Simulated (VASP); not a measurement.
# Rh (Fm-3m) in VASP: further runs, part 2 of 2

VASP 6.6.1.

### 3 Single point, LDA, collinear spin (11.64 Å³/atom)

INCAR reads:

```
PREC = Accurate
ENCUT = 520
EDIFF = 1E-6
ISMEAR = 0
SIGMA = 0.15
LREAL = F
LASPH = T
NELM = 150
ALGO = Normal
ISIF = 2
LWAVE = F
LCHARG = T
ISPIN = 2
MAGMOM = 0.125
LORBIT = 11
NUPDOWN = 0.125
LMAXMIX = 4
GGA = CA
LELF = T
LVHAR = T
NBANDS = 18
```

KPOINTS reads:

```
regular mesh
0
Gamma
  22 22 22
```

POSCAR reads:

```
Rh
1.0
    0.0000000000      1.7987130719      1.7987130719
    1.7987130719      0.0000000000      1.7987130719
    1.7987130719      1.7987130719      0.0000000000
Rh
1
Direct
    0.0000000000      0.0000000000      0.0000000000
```

Potentials or basis: VASP PAW LDA potentials, release 64 (Rh_pv).

On the command line:

```bash
> cat potpaw_LDA.64/Rh_pv/POTCAR > POTCAR
> mpirun -np 1 vasp_std > vasp.out
```

OUTCAR:

```text
PREC = Accurate
   ENCUT = 520
   EDIFF = 1E-6
   ISMEAR = 0
   LREAL = F
   LASPH = T
   NELM = 150
   ISIF = 2
   ISPIN = 2
   LORBIT = 11
   NUPDOWN = 0.125
   GGA = CA

 ion  position               nearest neighbor table
   1  0.000  0.000  0.000-

  LATTYP: Found a face centered cubic cell.
 ALAT       =     3.5974261438

  Lattice vectors:

 A1 = (   0.0000000000,   1.7987130719,   1.7987130719)
 A2 = (   1.7987130719,   0.0000000000,   1.7987130719)
 A3 = (   1.7987130719,   1.7987130719,   0.0000000000)

Analysis of symmetry for initial positions (statically):
=====================================================================
 Subroutine PRICEL returns:
 Original cell was already a primitive cell.

 Routine SETGRP: Setting up the symmetry group for a
 face centered cubic supercell.

 Subroutine GETGRP returns: Found 48 space group operations
 (whereof 48 operations were pure point group operations)
 out of a pool of 48 trial point group operations.

The static configuration has the point symmetry O_h .

Analysis of symmetry for dynamics (positions and initial velocities):
=====================================================================
 Subroutine PRICEL returns:
 Original cell was already a primitive cell.

 Routine SETGRP: Setting up the symmetry group for a
 face centered cubic supercell.

 Subroutine GETGRP returns: Found 48 space group operations
 (whereof 48 operations were pure point group operations)
 out of a pool of 48 trial point group operations.

The dynamic configuration has the point symmetry O_h .

Analysis of structural, dynamic, and magnetic symmetry:
=====================================================================
 Subroutine PRICEL returns:
 Original cell was already a primitive cell.

 Routine SETGRP: Setting up the symmetry group for a
 face centered cubic supercell.

 Subroutine GETGRP returns: Found 48 space group operations
 (whereof 48 operations were pure point group operations)
 out of a pool of 48 trial point group operations.

The overall configuration has the point symmetry O_h .

 Subroutine INISYM returns: Found 48 space group operations
 (whereof 48 operations are pure point group operations),
 and found     1 'primitive' translations

[... 121 lines left out ...]
   LEPSILON=     F    determine dielectric tensor
   LRPA    =     F    only Hartree local field effects (RPA)
 spin polarized calculation
 Gauss-broadening in eV      SIGMA  =   0.15
  energy-cutoff  :      520.00
  volume of cell :       11.64
 maximum number of plane-waves:       331
   NGX =  9   NGY =  9   NGZ =  9

 number of electron      15.0000002 magnetization       0.1250000

 Free energy of the ion-electron system (eV)
  ---------------------------------------------------
  ext. energy  EPLUGINS =         0.00000000
  ---------------------------------------------------
  free energy    TOTEN  =        -8.42879371 eV

  energy without entropy =       -8.41791300  energy(sigma->0) =       -8.42335336

 E-fermi :  14.9924     XC(G=0): -15.4374

 val. band max:       15.1568290766   @ k =  -0.3636   0.1818   0.0455
 cond. band min:      15.0158182713   @ k =   0.4545   0.3636   0.0455
 fundamental gap:     -0.1410108053
 Fermi energy:        15.1581325819

 spin component 1

 k-point     1 :       0.0000    0.0000    0.0000
  band No.  band energies     occupation
      1     -31.4231      1.00000
      2     -31.4231      1.00000
      3     -31.4231      1.00000
      4       5.7721      1.00000
      5      11.0236      1.00000
      6      11.0236      1.00000
[... 493 lines left out ...]
     17      50.2117      0.00000
     18      56.8242      0.00000

 [... further k-points ...]

 spin component 2

 k-point     1 :       0.0000    0.0000    0.0000
  band No.  band energies     occupation
      1     -31.3320      1.00000
      2     -31.3320      1.00000
      3     -31.3320      1.00000
      4       5.8032      1.00000
      5      11.0981      1.00000
      6      11.0981      1.00000
[... 493 lines left out ...]
     17      50.2446      0.00000
     18      56.8642      0.00000

 [... further k-points ...]
[... 5 lines left out ...]
  --------------------------------------------------------------------------------------
  -------------------------------------------------------------------------------------
  Total        4.1845333      4.1845333      4.1845333      0.0000000      0.0000000     -0.0000000
  in kB      576.0258144    576.0258144    576.0258144      0.0000000      0.0000000     -0.0000000
  external PRESSURE =     576.0258144 kB  Pullay stress =       0.0000000 kB

 VOLUME and BASIS-vectors are now :
 -----------------------------------------------------------------------------
  energy-cutoff  :      520.00
  volume of cell :       11.64
      direct lattice vectors                 reciprocal lattice vectors
     0.000000000  1.798713072  1.798713072    -0.277976520  0.277976520  0.277976520
     1.798713072  0.000000000  1.798713072     0.277976520 -0.277976520  0.277976520
     1.798713072  1.798713072  0.000000000     0.277976520  0.277976520 -0.277976520

 POSITION                                       TOTAL-FORCE (eV/Angst)
 -----------------------------------------------------------------------------------
      0.00000      0.00000      0.00000         0.000000      0.000000      0.000000
 -----------------------------------------------------------------------------------
    total drift:                                0.000000      0.000000      0.000000

  FREE ENERGIE OF THE ION-ELECTRON SYSTEM (eV)
  ---------------------------------------------------
  free  energy   TOTEN  =        -8.4287937125 eV

  energy  without entropy=       -8.4179130033  energy(sigma->0) =       -8.42335336

 total charge

# of ion       s       p       d       tot
------------------------------------------
    1        0.494   6.428   7.241  14.163

 magnetization (x)

# of ion       s       p       d       tot
------------------------------------------
    1        0.001   0.002   0.120   0.122
```

It took 47 s on 1 thread of Intel Xeon 6975P-C (Granite Rapids), shared host; peak memory 0.2 GiB.

What came out:

| Item | Value |
| --- | --- |
| Free energy | -8.4288 eV |
| Pressure | 57.6 GPa |
| Net moment | 0.12 μB per cell |
| Site moments | Rh +0.12 μB |
| Valence electrons inside the program's atomic spheres | Rh 14.16 |

Caveat: the cell stands under pressure; the total moment is fixed, so each spin has its own Fermi level.

### 4 Single point, LDA, collinear spin, ferromagnetic start (11.64 Å³/atom)

INCAR reads:

```
SYSTEM = Rh
PREC     = Accurate       ! precision mode
ENCUT    = 520            ! plane-wave cutoff, eV
EDIFF    = 1E-7           ! SCF threshold, eV
ISMEAR   = 0              ! smearing method
SIGMA    = 0.15           ! smearing width, eV
LREAL    = .FALSE.        ! projectors in reciprocal space
LASPH    = .TRUE.         ! aspherical terms in the spheres
NELM     = 150            ! most SCF steps
ALGO     = Normal         ! electronic algorithm
ISIF     = 2              ! what is computed and relaxed
LWAVE    = .FALSE.        ! write WAVECAR
LCHARG   = .TRUE.         ! write CHGCAR
ISPIN    = 2              ! spin polarisation
MAGMOM   = 0.375          ! initial moments
LORBIT   = 11             ! projections on sites
NUPDOWN  = 0.375          ! fixed moment
LMAXMIX  = 4              ! l up to which the mixer works
LELF     = .TRUE.         ! ELF
LVHAR    = .TRUE.       
NBANDS   = 18             ! bands
```

KPOINTS reads:

```
regular mesh
0
G
  22 22 22
  0 0 0
```

POSCAR is that of step 3.

On the command line:

```bash
> cat potpaw_LDA.64/Rh_pv/POTCAR > POTCAR
> mpirun -np 1 vasp_std > vasp.out
```

It took 52 s on 1 thread of Intel Xeon 6975P-C (Granite Rapids), shared host; peak memory 0.21 GiB.

It converged, with:

```
Free energy                                           : -8.3853 eV
Pressure                                              : 59.1 GPa
Net moment                                            : 0.38 μB per cell
Site moments                                          : Rh +0.36 μB
Valence electrons inside the program's atomic spheres : Rh 14.16
```

Caveat: the cell stands under pressure; the total moment is fixed, so each spin has its own Fermi level.

### 5 Single point, LDA, collinear spin, ferromagnetic start (11.64 Å³/atom)

INCAR reads:

```
SYSTEM = Rh
ALGO = Normal
EDIFF = 1E-6
ENCUT = 520
GGA = CA
ISIF = 2
ISMEAR = 0
ISPIN = 2
LASPH = .TRUE.
LCHARG = .FALSE.
LMAXMIX = 4
LORBIT = 11
LREAL = .FALSE.
LWAVE = .FALSE.
MAGMOM = 0.625
NBANDS = 18
NELM = 150
NUPDOWN = 0.625
PREC = Accurate
SIGMA = 0.15
```

KPOINTS reads:

```
k-points
0
G
  22 22 22
  0 0 0
```

POSCAR is that of step 4.

Potentials or basis: VASP PAW LDA potentials, release 64 (Rh_pv).

On the command line:

```bash
> cat potpaw_LDA.64/Rh_pv/POTCAR > POTCAR
> mpirun -np 1 vasp_std > vasp.out
```

OUTCAR:

```text
SYSTEM = Rh
   EDIFF = 1E-6
   ENCUT = 520
   GGA = CA
   ISIF = 2
   ISMEAR = 0
   ISPIN = 2
   LASPH = .TRUE.
   LORBIT = 11
   LREAL = .FALSE.
   NELM = 150
   NUPDOWN = 0.625
   PREC = Accurate

 ion  position               nearest neighbor table
   1  0.000  0.000  0.000-

  LATTYP: Found a face centered cubic cell.
 ALAT       =     3.5974261438

  Lattice vectors:

 A1 = (   0.0000000000,   1.7987130719,   1.7987130719)
 A2 = (   1.7987130719,   0.0000000000,   1.7987130719)
 A3 = (   1.7987130719,   1.7987130719,   0.0000000000)

Analysis of symmetry for initial positions (statically):
=====================================================================
 Subroutine PRICEL returns:
 Original cell was already a primitive cell.

 Routine SETGRP: Setting up the symmetry group for a
 face centered cubic supercell.

 Subroutine GETGRP returns: Found 48 space group operations
 (whereof 48 operations were pure point group operations)
 out of a pool of 48 trial point group operations.

The static configuration has the point symmetry O_h .

[... 177 lines left out ...]
 Fermi energy:        15.4428512646

 spin component 1

 k-point     1 :       0.0000    0.0000    0.0000
  band No.  band energies     occupation
      1     -31.5619      1.00000
      2     -31.5619      1.00000
      3     -31.5619      1.00000
      4       5.7071      1.00000
      5      10.9022      1.00000
      6      10.9022      1.00000
[... 493 lines left out ...]
     17      50.1490      0.00000
     18      56.7471      0.00000

 [... further k-points ...]

 spin component 2

 k-point     1 :       0.0000    0.0000    0.0000
  band No.  band energies     occupation
      1     -31.1109      1.00000
      2     -31.1109      1.00000
      3     -31.1109      1.00000
      4       5.8687      1.00000
      5      11.2749      1.00000
      6      11.2749      1.00000
[... 493 lines left out ...]
     17      50.3202      0.00000
     18      56.9533      0.00000

 [... further k-points ...]
[... 5 lines left out ...]
  --------------------------------------------------------------------------------------
  -------------------------------------------------------------------------------------
  Total        4.5029311      4.5029311      4.5029311     -0.0000000      0.0000000      0.0000000
  in kB      619.8551594    619.8551594    619.8551594     -0.0000000      0.0000000      0.0000000
  external PRESSURE =     619.8551594 kB  Pullay stress =       0.0000000 kB

 VOLUME and BASIS-vectors are now :
 -----------------------------------------------------------------------------
  energy-cutoff  :      520.00
  volume of cell :       11.64
      direct lattice vectors                 reciprocal lattice vectors
     0.000000000  1.798713072  1.798713072    -0.277976520  0.277976520  0.277976520
     1.798713072  0.000000000  1.798713072     0.277976520 -0.277976520  0.277976520
     1.798713072  1.798713072  0.000000000     0.277976520  0.277976520 -0.277976520

 POSITION                                       TOTAL-FORCE (eV/Angst)
 -----------------------------------------------------------------------------------
      0.00000      0.00000      0.00000         0.000000      0.000000      0.000000
 -----------------------------------------------------------------------------------
    total drift:                                0.000000      0.000000      0.000000

  FREE ENERGIE OF THE ION-ELECTRON SYSTEM (eV)
  ---------------------------------------------------
  free  energy   TOTEN  =        -8.2999720146 eV

  energy  without entropy=       -8.2856706903  energy(sigma->0) =       -8.29282135

 total charge

# of ion       s       p       d       tot
------------------------------------------
    1        0.494   6.426   7.246  14.166

 magnetization (x)

# of ion       s       p       d       tot
------------------------------------------
    1        0.003   0.011   0.592   0.607
```

It took 57 s on 1 thread of Intel Xeon 6975P-C (Granite Rapids), shared host; peak memory 0.2 GiB.

What came out:

```
Free energy                                           : -8.3000 eV
Pressure                                              : 62.0 GPa
Net moment                                            : 0.62 μB per cell
Site moments                                          : Rh +0.61 μB
Valence electrons inside the program's atomic spheres : Rh 14.17
```

Caveat: the cell stands under pressure; the total moment is fixed, so each spin has its own Fermi level.

### 6 The runs side by side

```csv
spin,fixed moment (μB),pressure (GPa),moment (μB)
"collinear, ferromagnetic start",0.875,66.0,0.88
collinear,0.125,57.6,0.12
"collinear, ferromagnetic start",0.375,59.1,0.38
"collinear, ferromagnetic start",0.625,62.0,0.62
```

Alike in all rows: task single point; level LDA; potentials or basis VASP PAW LDA potentials, release 64 (Rh_pv); cell as given; k mesh 22 × 22 × 22; cutoff (eV) 520; smearing gaussian 0.15 eV.

Caveats: the cell stands under pressure; the total moment is fixed, so each spin has its own Fermi level.

Absolute energies hang on the potentials; compare differences alone.
